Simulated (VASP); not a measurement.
# Tc (Fm-3m) in VASP: further runs

Runs on Tc. Level: PBEsol. Tasks: electric field gradients.

Everything below comes from runs of VASP 6.6.1. Logs are shortened: lines on timing, memory, paths and dates and some standing lists are left out, and cuts for length are marked.

## (1) The cell of the first run

It takes space group Fm-3m (No. 225, cubic). The conventional cell has a = 3.926 Å, b = 3.926 Å, c = 3.926 Å, α = 90.00°, β = 90.00°, γ = 90.00°. Tc (site symmetry m-3m) has 12 Tc at 2.78 Å within 3.7 Å.

## (2) Electric field gradients, PBEsol (volume scaled by 1.02)

The input, INCAR:

```
  ALGO = Normal
  EDIFF = 1E-8
  ENCUT = 520
  GGA = PS
  ISIF = 2
  ISMEAR = -1
  LASPH = T
  LCHARG = F
  LEFG = T
  LREAL = F
  LWAVE = F
  NBANDS = 12
  NELM = 60
  PREC = Accurate
  SIGMA = 0.03
```

The input, KPOINTS:

```
k-points
0
Gamma
  18 18 18
```

The input, POSCAR:

```
Tc
1.0
    0.0000000000      1.9629142836      1.9629142836
    1.9629142836      0.0000000000      1.9629142836
    1.9629142836      1.9629142836      0.0000000000
Tc
1
Direct
    0.0000000000      0.0000000000      0.0000000000
```

Potentials or basis: VASP PAW PBE potentials, release 64 (Tc_pv).

The run is started by

```
cat potpaw_PBE.64/Tc_pv/POTCAR > POTCAR
mpirun -np 1 vasp_std > vasp.out
```

OUTCAR:

```text
EDIFF = 1E-8
   ENCUT = 520
   GGA = PS
   ISIF = 2
   ISMEAR = -1
   LASPH = T
   LREAL = F
   NELM = 60
   PREC = Accurate

 ion  position               nearest neighbor table
   1  0.000  0.000  0.000-

  LATTYP: Found a face centered cubic cell.
 ALAT       =     3.9258285672

  Lattice vectors:

 A1 = (   0.0000000000,   1.9629142836,   1.9629142836)
 A2 = (   1.9629142836,   0.0000000000,   1.9629142836)
 A3 = (   1.9629142836,   1.9629142836,   0.0000000000)

Analysis of symmetry for initial positions (statically):
=====================================================================
 Subroutine PRICEL returns:
 Original cell was already a primitive cell.

 Routine SETGRP: Setting up the symmetry group for a
 face centered cubic supercell.

 Subroutine GETGRP returns: Found 48 space group operations
 (whereof 48 operations were pure point group operations)
 out of a pool of 48 trial point group operations.

The static configuration has the point symmetry O_h .

Analysis of symmetry for dynamics (positions and initial velocities):
=====================================================================
 Subroutine PRICEL returns:
 Original cell was already a primitive cell.

 Routine SETGRP: Setting up the symmetry group for a
 face centered cubic supercell.

 Subroutine GETGRP returns: Found 48 space group operations
 (whereof 48 operations were pure point group operations)
 out of a pool of 48 trial point group operations.

The dynamic configuration has the point symmetry O_h .

 Subroutine INISYM returns: Found 48 space group operations
 (whereof 48 operations are pure point group operations),
 and found     1 'primitive' translations

----------------------------------------------------------------------------------------

                                     Primitive cell

  volume of cell :      15.1263

  direct lattice vectors                    reciprocal lattice vectors
     0.000000000  1.962914284  1.962914284    -0.254723298  0.254723298  0.254723298
     1.962914284  0.000000000  1.962914284     0.254723298 -0.254723298  0.254723298
     1.962914284  1.962914284  0.000000000     0.254723298  0.254723298 -0.254723298

  length of vectors
     2.775980002  2.775980002  2.775980002     0.441193694  0.441193694  0.441193694

  position of ions in fractional coordinates (direct lattice)
     0.000000000  0.000000000  0.000000000

  ion indices of the primitive-cell ions
   primitive index   ion index
                 1           1

----------------------------------------------------------------------------------------

 KPOINTS: k-points

Automatic generation of k-mesh.
 Grid dimensions read from file:
 generate k-points for:   18   18   18

 Generating k-lattice:

  Cartesian coordinates                     Fractional coordinates (reciprocal lattice)
    -0.014151294  0.014151294  0.014151294     0.055555556  0.000000000  0.000000000
     0.014151294 -0.014151294  0.014151294     0.000000000  0.055555556  0.000000000
     0.014151294  0.014151294 -0.014151294     0.000000000  0.000000000  0.055555556

  Length of vectors
     0.024510761  0.024510761  0.024510761

  Shift w.r.t. Gamma in fractional coordinates (k-lattice)
     0.000000000  0.000000000  0.000000000

 Subroutine IBZKPT returns following result:
 ===========================================

 Found    195 irreducible k-points:

 Following reciprocal coordinates:
            Coordinates               Weight
  0.000000  0.000000  0.000000      1.000000
  0.055556  0.000000  0.000000      8.000000
  0.111111  0.000000  0.000000      8.000000
  0.166667  0.000000  0.000000      8.000000
  0.222222  0.000000  0.000000      8.000000
  0.277778  0.000000  0.000000      8.000000
[... 16 lines left out ...]
 -0.277778  0.055556  0.000000     24.000000
 -0.222222  0.055556  0.000000     24.000000
 [... further k-points ...]
   k-points           NKPTS =    195   k-points in BZ     NKDIM =    195   number of bands    NBANDS=     12
   number of dos      NEDOS =    301   number of ions     NIONS =      1
   total plane-waves  NPLWV =  13824
   dimension x,y,z NGX =    24 NGY =   24 NGZ =   24
   dimension x,y,z NGXF=    48 NGYF=   48 NGZF=   48
   ions per type =               1
   NGX,Y,Z   is equivalent  to a cutoff of  14.37, 14.37, 14.37 a.u.
   NGXF,Y,Z  is equivalent  to a cutoff of  28.75, 28.75, 28.75 a.u.
 SYSTEM =  unknown system
   PREC   = accura    normal or accurate (medium, high low for compatibility)
   ISTART =      0    job   : 0-new  1-cont  2-samecut
   ICHARG =      2    charge: 1-file 2-atom 10-const
   ISPIN  =      1    spin polarized calculation?
   LNONCOLLINEAR =      F non collinear calculations
   LSORBIT =      F    spin-orbit coupling
   LASPH  =      T    aspherical Exc in radial PAW
   ENCUT  =  520.0 eV  38.22 Ry    6.18 a.u.   5.16  5.16  5.16*2*pi/ulx,y,z
   NELM   =     60;   NELMIN=  2; NELMDL= -5     # of ELM steps
   EDIFF  = 0.1E-07   stopping-criterion for ELM
   LREAL  =      F    real-space projection
   EDIFFG = 0.1E-06   stopping-criterion for IOM
   NSW    =      0    number of steps for IOM
   IBRION =     -1    ionic relax: 0-MD 1-quasi-New 2-CG
   NFREE  =      0    steps in history (QN), initial steepest desc. (CG)
   ISIF   =      2    stress and relaxation
   ISYM   =      2    0-nonsym 1-usesym 2-fastsym
   POTIM  = 0.5000    time-step for ionic-motion
   TEBEG  =    0.0;   TEEND  =   0.0 temperature during run
   PSTRESS=    0.0 pullay stress
   NELECT =      13.0000    total number of electrons
   NUPDOWN=      -1.0000    fix difference up-down
   EMIN   =  10.00;   EMAX   =-10.00  energy-range for DOS
   EFERMI =   0.00;   METHOD = LEGACY
   ISMEAR =    -1;   SIGMA  =   0.03  broadening in eV -4-tet -1-fermi 0-gaus
   EFERMI_NEDOS =   21; number of points for ismear=-14 and -15
   IALGO  =     38    algorithm
   IMIX   =      4    mixing-type and parameters
     AMIX     =   0.40;   BMIX     =  1.00
     AMIX_MAG =   1.60;   BMIX_MAG =  1.00
  volume/ion in A,a.u.               =      15.13       102.08
  Fermi-wavevector in a.u.,A,eV,Ry     =   1.556484  2.941328 32.962045  2.422642
  Thomas-Fermi vector in A             =   2.660273
   LORBIT       =      0    0 simple, 1 ext, 2 COOP (PROOUT), +10 PAW based schemes
   GGA     = PS    functional components
   LHFCALC =     F    Hartree Fock is set to
   AEXX    =    0.0000 exact exchange contribution
   IVDW    =     0    specifies the selected vdW correction
   LEPSILON=     F    determine dielectric tensor
   LRPA    =     F    only Hartree local field effects (RPA)
 non-spin polarized calculation
  energy-cutoff  :      520.00
  volume of cell :       15.13
 maximum number of plane-waves:       419
 NGX is ok and might be reduce to    24
   NGX = 11   NGY = 11   NGZ = 11

 number of electron      13.0000001 magnetization

 Free energy of the ion-electron system (eV)
  ---------------------------------------------------
  ext. energy  EPLUGINS =         0.00000000
  ---------------------------------------------------
  free energy    TOTEN  =       -11.12030606 eV

  energy without entropy =      -11.11719667  energy(sigma->0) =      -11.11875137

 E-fermi :  11.7499     XC(G=0): -13.6215

 val. band max:       11.7419799907   @ k =   0.1667   0.1111   0.0000
 cond. band min:      11.7814632597   @ k =   0.3889   0.2222   0.0000
 fundamental gap:      0.0394832691
 Fermi energy:        11.7498830882

 k-point     1 :       0.0000    0.0000    0.0000
  band No.  band energies     occupation
      1     -26.5993      2.00000
      2     -26.5993      2.00000
      3     -26.5993      2.00000
      4       4.4464      2.00000
      5      10.0990      2.00000
      6      10.0990      2.00000
      7      10.0990      2.00000
      8      12.5244      0.00000
      9      12.5244      0.00000
     10      25.7797      0.00000
     11      31.0798      0.00000
     12      31.0798      0.00000

 k-point     2 :       0.0556    0.0000    0.0000
  band No.  band energies     occupation
      1     -26.6334      2.00000
      2     -26.6037      2.00000
      3     -26.6037      2.00000
      4       4.5721      2.00000
      5      10.0252      2.00000
      6      10.1537      2.00000
      7      10.1537      2.00000
      8      12.4859      0.00000
      9      12.4859      0.00000
     10      26.0029      0.00000
     11      30.4815      0.00000
     12      31.2916      0.00000
[... 316 lines left out ...]
 k-point    24 :      -0.2222    0.0556    0.0000
  band No.  band energies     occupation
      1     -27.1223      2.00000
      2     -26.7030      2.00000
      3     -26.6557      2.00000
      4       6.3261      2.00000
      5       9.4973      2.00000
      6      10.4862      2.00000
      7      10.5742      2.00000
      8      12.2414      0.00000
      9      13.0487      0.00000
     10      26.3160      0.00000
     11      28.4348      0.00000
     12      33.4332      0.00000

 [... further k-points ...]

------------------------ aborting loop because EDIFF is reached ----------------------------------------

  FORCE on cell =-STRESS in cart. coord.  units (eV):
  Direction    XX          YY          ZZ          XY          YZ          ZX
  --------------------------------------------------------------------------------------
  -------------------------------------------------------------------------------------
  Total       -1.9416706     -1.9416706     -1.9416706      0.0000000     -0.0000000      0.0000000
  in kB     -205.6610879   -205.6610879   -205.6610879      0.0000000     -0.0000000      0.0000000
  external PRESSURE =    -205.6610879 kB  Pullay stress =       0.0000000 kB

 VOLUME and BASIS-vectors are now :
 -----------------------------------------------------------------------------
  energy-cutoff  :      520.00
  volume of cell :       15.13
      direct lattice vectors                 reciprocal lattice vectors
     0.000000000  1.962914284  1.962914284    -0.254723298  0.254723298  0.254723298
     1.962914284  0.000000000  1.962914284     0.254723298 -0.254723298  0.254723298
     1.962914284  1.962914284  0.000000000     0.254723298  0.254723298 -0.254723298

 POSITION                                       TOTAL-FORCE (eV/Angst)
 -----------------------------------------------------------------------------------
      0.00000      0.00000      0.00000        -0.000000      0.000000     -0.000000
 -----------------------------------------------------------------------------------
    total drift:                               -0.000000     -0.000000     -0.000000

  FREE ENERGIE OF THE ION-ELECTRON SYSTEM (eV)
  ---------------------------------------------------
  free  energy   TOTEN  =       -11.1203060637 eV

  energy  without entropy=      -11.1171966719  energy(sigma->0) =      -11.11875137

 Electric field gradients (V/A^2)
---------------------------------------------------------------------
 ion       V_xx      V_yy      V_zz      V_xy      V_xz      V_yz
---------------------------------------------------------------------
   1      -0.000    -0.000     0.000     0.000     0.000     0.000
---------------------------------------------------------------------

 Electric field gradients after diagonalization (V/A^2)
 (convention: |V_zz| > |V_xx| > |V_yy|)
----------------------------------------------------------------------
 ion       V_xx      V_yy      V_zz     asymmetry (V_yy - V_xx)/ V_zz
----------------------------------------------------------------------
   1      -0.000    -0.000     0.001       0.000
----------------------------------------------------------------------

           NMR quadrupolar parameters

 Cq : quadrupolar parameter    Cq=e*Q*V_zz/h
 eta: asymmetry parameters     (V_yy - V_xx)/ V_zz
 Q  : nuclear electric quadrupole moment in mb (millibarn)
----------------------------------------------------------------------
 ion       Cq(MHz)       eta       Q (mb)
----------------------------------------------------------------------
   1       0.000       0.000       1.000
----------------------------------------------------------------------
```

Run time: 24 s. Hardware: 1 thread of AMD EPYC 9R45 (Zen 5), shared host; peak memory 0.13 GiB.

Results:

```
Free energy : -11.1203 eV
Pressure    : -20.6 GPa
```

Caveat: without QUAD_EFG the Cq values of the log hold for a quadrupole moment of 1 mb, not for the nuclei; the PAW data sets were made with another functional, which shifts forces and pressure a little.

## (3) Electric field gradients, PBEsol (volume scaled by 1.02)

The input, INCAR:

```
SYSTEM = Tc
PREC = Accurate ; ENCUT = 520
EDIFF = 1E-8 ; ISMEAR = -1
SIGMA = 0.03 ; LREAL = .FALSE.
LASPH = .TRUE. ; NELM = 60
ALGO = Normal ; ISIF = 2
LWAVE = .FALSE. ; LCHARG = .FALSE.
GGA = PS ; LEFG = .TRUE.
NBANDS = 12
```

The input, KPOINTS:

```
Automatic mesh
0
G
  18 18 18
  0 0 0
```

POSCAR is that of step 2.

Potentials or basis: VASP PAW PBE potentials, release 64 (Tc_pv).

The run is started by

```
cat potpaw_PBE.64/Tc_pv/POTCAR > POTCAR
mpirun -np 1 vasp_std > vasp.out
```

OUTCAR:

```text
SYSTEM = Tc
   PREC = Accurate
   ENCUT = 520
   EDIFF = 1E-8
   ISMEAR = -1
   LREAL = .FALSE.
   LASPH = .TRUE.
   NELM = 60
   ISIF = 2
   GGA = PS

 ion  position               nearest neighbor table
   1  0.000  0.000  0.000-

  LATTYP: Found a face centered cubic cell.
 ALAT       =     3.9258285672

  Lattice vectors:

 A1 = (   0.0000000000,   1.9629142836,   1.9629142836)
 A2 = (   1.9629142836,   0.0000000000,   1.9629142836)
 A3 = (   1.9629142836,   1.9629142836,   0.0000000000)

Analysis of symmetry for initial positions (statically):
=====================================================================
 Subroutine PRICEL returns:
 Original cell was already a primitive cell.

 Routine SETGRP: Setting up the symmetry group for a
 face centered cubic supercell.

 Subroutine GETGRP returns: Found 48 space group operations
 (whereof 48 operations were pure point group operations)
 out of a pool of 48 trial point group operations.

The static configuration has the point symmetry O_h .

Analysis of symmetry for dynamics (positions and initial velocities):
=====================================================================
 Subroutine PRICEL returns:
 Original cell was already a primitive cell.

 Routine SETGRP: Setting up the symmetry group for a
 face centered cubic supercell.

 Subroutine GETGRP returns: Found 48 space group operations
 (whereof 48 operations were pure point group operations)
 out of a pool of 48 trial point group operations.

The dynamic configuration has the point symmetry O_h .

 Subroutine INISYM returns: Found 48 space group operations
 (whereof 48 operations are pure point group operations),
[... 152 lines left out ...]
      2     -26.5993      2.00000
      3     -26.5993      2.00000
      4       4.4464      2.00000
      5      10.0990      2.00000
      6      10.0990      2.00000
      7      10.0990      2.00000
      8      12.5244      0.00000
      9      12.5244      0.00000
     10      25.7797      0.00000
     11      31.0798      0.00000
     12      31.0798      0.00000
[... 331 lines left out ...]
 k-point    24 :      -0.2222    0.0556    0.0000
  band No.  band energies     occupation
      1     -27.1223      2.00000
      2     -26.7030      2.00000
      3     -26.6557      2.00000
      4       6.3261      2.00000
      5       9.4973      2.00000
      6      10.4862      2.00000
      7      10.5742      2.00000
      8      12.2414      0.00000
      9      13.0487      0.00000
     10      26.3160      0.00000
     11      28.4348      0.00000
     12      33.4332      0.00000

 [... further k-points ...]
[... 5 lines left out ...]
  --------------------------------------------------------------------------------------
  -------------------------------------------------------------------------------------
  Total       -1.9416706     -1.9416706     -1.9416706      0.0000000     -0.0000000      0.0000000
  in kB     -205.6610879   -205.6610879   -205.6610879      0.0000000     -0.0000000      0.0000000
  external PRESSURE =    -205.6610879 kB  Pullay stress =       0.0000000 kB

 VOLUME and BASIS-vectors are now :
 -----------------------------------------------------------------------------
  energy-cutoff  :      520.00
  volume of cell :       15.13
      direct lattice vectors                 reciprocal lattice vectors
     0.000000000  1.962914284  1.962914284    -0.254723298  0.254723298  0.254723298
     1.962914284  0.000000000  1.962914284     0.254723298 -0.254723298  0.254723298
     1.962914284  1.962914284  0.000000000     0.254723298  0.254723298 -0.254723298

 POSITION                                       TOTAL-FORCE (eV/Angst)
 -----------------------------------------------------------------------------------
      0.00000      0.00000      0.00000        -0.000000      0.000000     -0.000000
 -----------------------------------------------------------------------------------
    total drift:                               -0.000000     -0.000000     -0.000000

  FREE ENERGIE OF THE ION-ELECTRON SYSTEM (eV)
  ---------------------------------------------------
  free  energy   TOTEN  =       -11.1203060637 eV

  energy  without entropy=      -11.1171966719  energy(sigma->0) =      -11.11875137

 Electric field gradients (V/A^2)
---------------------------------------------------------------------
 ion       V_xx      V_yy      V_zz      V_xy      V_xz      V_yz
---------------------------------------------------------------------
   1      -0.000    -0.000     0.000     0.000     0.000     0.000
---------------------------------------------------------------------

 Electric field gradients after diagonalization (V/A^2)
 (convention: |V_zz| > |V_xx| > |V_yy|)
----------------------------------------------------------------------
 ion       V_xx      V_yy      V_zz     asymmetry (V_yy - V_xx)/ V_zz
----------------------------------------------------------------------
   1      -0.000    -0.000     0.001       0.000
----------------------------------------------------------------------

           NMR quadrupolar parameters

 Cq : quadrupolar parameter    Cq=e*Q*V_zz/h
 eta: asymmetry parameters     (V_yy - V_xx)/ V_zz
 Q  : nuclear electric quadrupole moment in mb (millibarn)
----------------------------------------------------------------------
 ion       Cq(MHz)       eta       Q (mb)
----------------------------------------------------------------------
   1       0.000       0.000       1.000
----------------------------------------------------------------------
```

It took 24 s on 1 thread of AMD EPYC 9R45 (Zen 5), shared host; peak memory 0.13 GiB.

What came out:

| Property | Result |
| --- | --- |
| Free energy | -11.1203 eV |
| Pressure | -20.6 GPa |

Levels at points of the mesh, in eV from the Fermi level:
```
           k point  band 3  band 4  band 5  band 6  band 7  band 8  band 9  band 10  band 11  band 12
(0.00, 0.00, 0.00)  -38.35   -7.30   -1.65   -1.65   -1.65    0.77    0.77    14.03    19.33    19.33
(0.50, 0.00, 0.00)  -38.49   -5.24   -1.81   -1.81    1.14    2.67    2.67    10.08    13.64    19.76
(0.50, 0.50, 0.00)  -38.74   -5.54   -4.96    2.61    3.21    3.21    3.62    12.65    12.65    13.44
```

Caveat: without QUAD_EFG the Cq values of the log hold for a quadrupole moment of 1 mb, not for the nuclei; the PAW data sets were made with another functional, which shifts forces and pressure a little.

(Continued in part 2 of 2.)
